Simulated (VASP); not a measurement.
# Cu4W (P6/mmm) in VASP: further runs

Runs on Cu4W. Level: PBE. Tasks: single point.

Program: VASP 6.6.1. These are calculated values, not measurements. Logs are shortened: lines on timing, memory, paths and dates and some standing lists are left out, and cuts for length are marked.

## (1) The cell of the first run

Symmetry: P6/mmm, No. 191, hexagonal system. Conventional cell: a = 4.081 Å, b = 4.081 Å, c = 4.921 Å, α = 90.00°, β = 90.00°, γ = 120.00°. Within 3.2 Å of Cu (site symmetry 6/mmm) lie 2 W at 2.46 Å and 12 Cu at 3.20 Å. Cu (site symmetry mmm) has 4 Cu at 2.04 Å and 2 W at 2.04 Å within 2.7 Å. W (site symmetry 6/mmm) has 8 Cu at 2.04 to 2.46 Å within 2.7 Å.

The cell was built from a structure type or drawn by symmetry, and may not be a known phase.

## (2) Single point, PBE

Input file INCAR:

```
PREC = Accurate ; ENCUT = 520
EDIFF = 1E-6 ; ISMEAR = 0
SIGMA = 0.1 ; LREAL = False
LASPH = True ; NELM = 80
ALGO = Fast ; ISIF = 2
LWAVE = False ; LCHARG = True
GGA = PE ; LELF = True
LVHAR = True ; NBANDS = 37
```

Input file KPOINTS:

```
Automatic mesh
0
Gamma
  6 6 4
```

Input file POSCAR:

```
Cu4W
1.0
    4.0811930200      0.0000000000      0.0000000000
   -2.0405965100      3.5344168300      0.0000000000
    0.0000000000      0.0000000000      4.9209533600
Cu W
4 1
Direct
    0.0000000000      0.0000000000      0.0000000000
    0.5000000000      0.0000000000      0.5000000000
    0.0000000000      0.5000000000      0.5000000000
    0.5000000000      0.5000000000      0.5000000000
    0.0000000000      0.0000000000      0.5000000000
```

Potentials or basis: VASP PAW PBE potentials, release 64 (Cu, W_sv).

Started as:

```console
$ cat potpaw_PBE.64/Cu/POTCAR potpaw_PBE.64/W_sv/POTCAR > POTCAR
$ mpirun -np 1 vasp_std > vasp.out
```

OUTCAR:

```text
PREC = Accurate
   ENCUT = 520
   EDIFF = 1E-6
   ISMEAR = 0
   LREAL = False
   LASPH = True
   NELM = 80
   ISIF = 2
   GGA = PE

 ion  position               nearest neighbor table
   1  0.000  0.000  0.000-   5 2.46   5 2.46
   2  0.500  0.000  0.500-   3 2.04   4 2.04   4 2.04   3 2.04   5 2.04   5 2.04
   3  0.000  0.500  0.500-   2 2.04   5 2.04   5 2.04   2 2.04   4 2.04   4 2.04
   4  0.500  0.500  0.500-   2 2.04   5 2.04   2 2.04   5 2.04   3 2.04   3 2.04
   5  0.000  0.000  0.500-   3 2.04   4 2.04   3 2.04   4 2.04   2 2.04   2 2.04   1 2.46   1 2.46

  LATTYP: Found a hexagonal cell.
 ALAT       =     4.0811930200
 C/A-ratio  =     1.2057634461

  Lattice vectors:

 A1 = (   4.0811930200,   0.0000000000,   0.0000000000)
 A2 = (  -2.0405965100,   3.5344168300,   0.0000000000)
 A3 = (   0.0000000000,   0.0000000000,   4.9209533600)

Analysis of symmetry for initial positions (statically):
=====================================================================
 Subroutine PRICEL returns:
 Original cell was already a primitive cell.

 Routine SETGRP: Setting up the symmetry group for a
 hexagonal supercell.

 Subroutine GETGRP returns: Found 24 space group operations
 (whereof 24 operations were pure point group operations)
 out of a pool of 24 trial point group operations.

The static configuration has the point symmetry D_6h.

Analysis of symmetry for dynamics (positions and initial velocities):
=====================================================================
 Subroutine PRICEL returns:
 Original cell was already a primitive cell.

 Routine SETGRP: Setting up the symmetry group for a
 hexagonal supercell.

 Subroutine GETGRP returns: Found 24 space group operations
 (whereof 24 operations were pure point group operations)
 out of a pool of 24 trial point group operations.

The dynamic configuration has the point symmetry D_6h.

 Subroutine INISYM returns: Found 24 space group operations
 (whereof 24 operations are pure point group operations),
 and found     1 'primitive' translations

----------------------------------------------------------------------------------------

                                     Primitive cell

  volume of cell :      70.9830

  direct lattice vectors                    reciprocal lattice vectors
     4.081193020  0.000000000  0.000000000     0.245026392  0.141466053  0.000000000
    -2.040596510  3.534416830  0.000000000     0.000000000  0.282932107  0.000000000
     0.000000000  0.000000000  4.920953360     0.000000000  0.000000000  0.203212656

  length of vectors
     4.081193020  4.081193017  4.920953360     0.282932107  0.282932107  0.203212656

  position of ions in fractional coordinates (direct lattice)
     0.000000000  0.000000000  0.000000000
     0.500000000  0.000000000  0.500000000
     0.000000000  0.500000000  0.500000000
     0.500000000  0.500000000  0.500000000
     0.000000000  0.000000000  0.500000000

  ion indices of the primitive-cell ions
   primitive index   ion index
                 1           1
                 2           2
                 3           3
                 4           4
                 5           5

----------------------------------------------------------------------------------------

 KPOINTS: Automatic mesh

Automatic generation of k-mesh.
 Grid dimensions read from file:
 generate k-points for:    6    6    4

 Generating k-lattice:

  Cartesian coordinates                     Fractional coordinates (reciprocal lattice)
     0.040837732  0.023577676  0.000000000     0.166666667 -0.000000000  0.000000000
     0.000000000  0.047155351  0.000000000     0.000000000  0.166666667  0.000000000
     0.000000000  0.000000000  0.050803164     0.000000000  0.000000000  0.250000000

  Length of vectors
     0.047155351  0.047155351  0.050803164

  Shift w.r.t. Gamma in fractional coordinates (k-lattice)
     0.000000000  0.000000000  0.000000000

 Subroutine IBZKPT returns following result:
 ===========================================

 Found     21 irreducible k-points:

 Following reciprocal coordinates:
            Coordinates               Weight
  0.000000  0.000000  0.000000      1.000000
  0.166667  0.000000  0.000000      6.000000
  0.333333  0.000000  0.000000      6.000000
  0.500000  0.000000  0.000000      3.000000
  0.166667  0.166667  0.000000      6.000000
  0.333333  0.166667  0.000000     12.000000
[... 13 lines left out ...]
  0.333333  0.166667  0.500000     12.000000
  0.333333  0.333333  0.500000      2.000000
   k-points           NKPTS =     21   k-points in BZ     NKDIM =     21   number of bands    NBANDS=     37
   number of dos      NEDOS =    301   number of ions     NIONS =      5
   total plane-waves  NPLWV =  36000
   dimension x,y,z NGX =    30 NGY =   30 NGZ =   40
   dimension x,y,z NGXF=    60 NGYF=   60 NGZF=   80
   ions per type =               4   1
   NGX,Y,Z   is equivalent  to a cutoff of  12.22, 12.22, 13.51 a.u.
   NGXF,Y,Z  is equivalent  to a cutoff of  24.44, 24.44, 27.03 a.u.
 SYSTEM =  unknown system
   PREC   = accura    normal or accurate (medium, high low for compatibility)
   ISTART =      0    job   : 0-new  1-cont  2-samecut
   ICHARG =      2    charge: 1-file 2-atom 10-const
   ISPIN  =      1    spin polarized calculation?
   LNONCOLLINEAR =      F non collinear calculations
   LSORBIT =      F    spin-orbit coupling
   LASPH  =      T    aspherical Exc in radial PAW
   ENCUT  =  520.0 eV  38.22 Ry    6.18 a.u.   7.59  7.59  9.15*2*pi/ulx,y,z
   NELM   =     80;   NELMIN=  2; NELMDL= -5     # of ELM steps
   EDIFF  = 0.1E-05   stopping-criterion for ELM
   LREAL  =      F    real-space projection
   EDIFFG = 0.1E-04   stopping-criterion for IOM
   NSW    =      0    number of steps for IOM
   IBRION =     -1    ionic relax: 0-MD 1-quasi-New 2-CG
   NFREE  =      0    steps in history (QN), initial steepest desc. (CG)
   ISIF   =      2    stress and relaxation
   ISYM   =      2    0-nonsym 1-usesym 2-fastsym
   POTIM  = 0.5000    time-step for ionic-motion
   TEBEG  =    0.0;   TEEND  =   0.0 temperature during run
   PSTRESS=    0.0 pullay stress
   NELECT =      58.0000    total number of electrons
   NUPDOWN=      -1.0000    fix difference up-down
   EMIN   =  10.00;   EMAX   =-10.00  energy-range for DOS
   EFERMI =   0.00;   METHOD = LEGACY
   ISMEAR =     0;   SIGMA  =   0.10  broadening in eV -4-tet -1-fermi 0-gaus
   EFERMI_NEDOS =   21; number of points for ismear=-14 and -15
   IALGO  =     68    algorithm
   IMIX   =      4    mixing-type and parameters
     AMIX     =   0.40;   BMIX     =  1.00
     AMIX_MAG =   1.60;   BMIX_MAG =  1.00
  volume/ion in A,a.u.               =      14.20        95.80
  Fermi-wavevector in a.u.,A,eV,Ry     =   1.530498  2.892222 31.870617  2.342424
  Thomas-Fermi vector in A             =   2.637973
   LORBIT       =      0    0 simple, 1 ext, 2 COOP (PROOUT), +10 PAW based schemes
   GGA     = PE    functional components
   LHFCALC =     F    Hartree Fock is set to
   AEXX    =    0.0000 exact exchange contribution
   IVDW    =     0    specifies the selected vdW correction
   LEPSILON=     F    determine dielectric tensor
   LRPA    =     F    only Hartree local field effects (RPA)
 non-spin polarized calculation
 RMM-DIIS sequential band-by-band and
 Gauss-broadening in eV      SIGMA  =   0.10
  energy-cutoff  :      520.00
  volume of cell :       70.98
 maximum number of plane-waves:      1938
   NGX = 15   NGY = 15   NGZ = 19

 number of electron      58.0000046 magnetization

 Free energy of the ion-electron system (eV)
  ---------------------------------------------------
  ext. energy  EPLUGINS =         0.00000000
  ---------------------------------------------------
  free energy    TOTEN  =        -8.98637658 eV

  energy without entropy =       -8.96981448  energy(sigma->0) =       -8.97809553

 E-fermi :   7.1287     XC(G=0): -11.5343

 val. band max:        7.1133504600   @ k =   0.3333   0.1667   0.5000
 cond. band min:       7.2109577732   @ k =   0.1667   0.1667   0.5000
 fundamental gap:      0.0976073132
 Fermi energy:         7.1287377256

 k-point     1 :       0.0000    0.0000    0.0000
  band No.  band energies     occupation
      1     -66.8261      2.00000
      2     -31.8356      2.00000
      3     -31.8356      2.00000
      4     -30.7622      2.00000
      5      -3.2804      2.00000
      6      -2.9254      2.00000
[... 29 lines left out ...]
     36      16.4842      0.00000
     37      16.5259      0.00000

 k-point     2 :       0.1667    0.0000    0.0000
  band No.  band energies     occupation
      1     -66.8213      2.00000
      2     -31.8925      2.00000
      3     -31.8560      2.00000
      4     -30.7646      2.00000
      5      -2.8295      2.00000
      6      -2.5928      2.00000
[... 29 lines left out ...]
     36      15.8071      0.00000
     37      16.3344      0.00000

 k-point     3 :       0.3333    0.0000    0.0000
  band No.  band energies     occupation
      1     -66.8115      2.00000
      2     -32.0050      2.00000
      3     -31.8965      2.00000
      4     -30.7694      2.00000
      5      -2.0206      2.00000
      6      -1.6488      2.00000
[... 29 lines left out ...]
     36      14.6327      0.00000
     37      14.7462      0.00000

 k-point     4 :       0.5000    0.0000    0.0000
  band No.  band energies     occupation
      1     -66.8067      2.00000
      2     -32.0605      2.00000
      3     -31.9166      2.00000
      4     -30.7717      2.00000
      5      -1.4466      2.00000
      6      -1.2163      2.00000
[... 29 lines left out ...]
     36      14.0467      0.00000
     37      14.8323      0.00000
[... 563 lines left out ...]
      1     -66.8138      2.00000
      2     -31.9681      2.00000
      3     -31.8957      2.00000
      4     -30.7764      2.00000
      5      -2.0110      2.00000
      6      -1.9696      2.00000
[... 29 lines left out ...]
     36      14.2701      0.00000
     37      14.6291      0.00000

 k-point    20 :       0.3333    0.1667    0.5000
  band No.  band energies     occupation
      1     -66.8065      2.00000
      2     -32.0365      2.00000
      3     -31.9414      2.00000
      4     -30.7799      2.00000
      5      -1.2180      2.00000
      6      -0.8924      2.00000
[... 29 lines left out ...]
     36      15.8162      0.00000
     37      16.3399      0.00000

 k-point    21 :       0.3333    0.3333    0.5000
  band No.  band energies     occupation
      1     -66.8040      2.00000
      2     -32.0081      2.00000
      3     -32.0081      2.00000
      4     -30.7811      2.00000
      5      -0.5298      2.00000
      6      -0.0488      2.00000
[... 29 lines left out ...]
     36      17.9403      0.00000
     37      17.9677      0.00000

------------------------ aborting loop because EDIFF is reached ----------------------------------------

  FORCE on cell =-STRESS in cart. coord.  units (eV):
  Direction    XX          YY          ZZ          XY          YZ          ZX
  --------------------------------------------------------------------------------------
  -------------------------------------------------------------------------------------
  Total       78.3621543     78.3621542      2.4708524      0.0000000      0.0000000      0.0000000
  in kB     1768.7351180   1768.7351149     55.7703325      0.0000000      0.0000000      0.0000000
  external PRESSURE =    1197.7468551 kB  Pullay stress =       0.0000000 kB

 VOLUME and BASIS-vectors are now :
 -----------------------------------------------------------------------------
  energy-cutoff  :      520.00
  volume of cell :       70.98
      direct lattice vectors                 reciprocal lattice vectors
     4.081193020  0.000000000  0.000000000     0.245026392  0.141466053  0.000000000
    -2.040596510  3.534416830  0.000000000     0.000000000  0.282932107  0.000000000
     0.000000000  0.000000000  4.920953360     0.000000000  0.000000000  0.203212656

 POSITION                                       TOTAL-FORCE (eV/Angst)
 -----------------------------------------------------------------------------------
      0.00000      0.00000      0.00000        -0.000000      0.000000      0.000000
      2.04060      0.00000      2.46048        -0.000000      0.000000      0.000000
     -1.02030      1.76721      2.46048        -0.000000      0.000000      0.000000
      1.02030      1.76721      2.46048         0.000000      0.000000      0.000000
      0.00000      0.00000      2.46048        -0.000000      0.000000      0.000000
 -----------------------------------------------------------------------------------
    total drift:                               -0.000000      0.000000     -0.000000

  FREE ENERGIE OF THE ION-ELECTRON SYSTEM (eV)
  ---------------------------------------------------
  free  energy   TOTEN  =        -8.9863765810 eV

  energy  without entropy=       -8.9698144791  energy(sigma->0) =       -8.97809553
```

Wall time 65 s (1 thread of Intel Xeon Platinum 8488C (Sapphire Rapids), shared host); peak memory 0.2 GiB.

What came out:

- Free energy: -8.9864 eV
- Pressure: 119.8 GPa
- Band gap on the k mesh: zero (bands 29 and 30 overlap by 2.69 eV)

Stress tensor (GPa, compression positive):
```
176.87   0.00   0.00
  0.00 176.87   0.00
  0.00   0.00   5.58
```

Caveat: the cell stands under pressure; spin-orbit coupling is left out, which moves the levels of the heavy elements.

(Part 1 of 2 ends here.)
